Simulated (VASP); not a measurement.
In2Sb:

```
In Sb
1.0
     5.37990    0.00000    0.00000
    -2.68995    4.65913    0.00000
     0.00000    0.00000    6.72255
In Sb
4 2
Direct
  0.66667 0.33333 0.25000
  0.33333 0.66667 0.75000
  0.00000 0.00000 0.50000
  0.00000 0.00000 0.00000
  0.66667 0.33333 0.75000
  0.33333 0.66667 0.25000
```

- Program: VASP 6.6.1
- Task: relaxation of cell and atoms
- Functional: PBEsol
- Potentials or basis: VASP PAW PBE potentials, release 64 (In_d, Sb)
- Cutoff: 600 eV
- k mesh: 5 × 5 × 3
- Occupations: fermi-dirac, width 0.02 eV
- Spin: no spin polarisation

At the start: pressure -2.6 GPa; volume 28.08 Å³/atom.

Question: Where does the relaxation end?

Answer: Over 7 steps the energy falls by 20.3 meV/atom and the volume is 26.28 Å³/atom (-6.4 %); space group P6_3/mmc (No. 194, to 0.1 Å) before and after.

Step by step:
```tsv
step	energy change (eV)	largest force (eV/Å)	pressure (GPa)	volume (Å³)
1	0.0000	0.0000	-2.63	168.51
2	-0.0972	0.0000	0.08	157.49
3	-0.0973	0.0000	0.21	157.05
4	-0.1186	0.0000	0.41	156.11
5	-0.1198	0.0000	0.46	155.91
6	-0.1200	0.0000	0.48	155.82
7	-0.1221	0.0000	-0.05	157.69
```

Final structure:
```
In Sb
1.0
     5.32847    0.00000    0.00000
    -2.66423    4.61459    0.00000
     0.00000    0.00000    6.41307
In Sb
4 2
Direct
  0.66667 0.33333 0.25000
  0.33333 0.66667 0.75000
  0.00000 0.00000 0.50000
  0.00000 0.00000 0.00000
  0.66667 0.33333 0.75000
  0.33333 0.66667 0.25000
```

Caveat: the PAW data sets were made with another functional, which shifts forces and pressure a little.
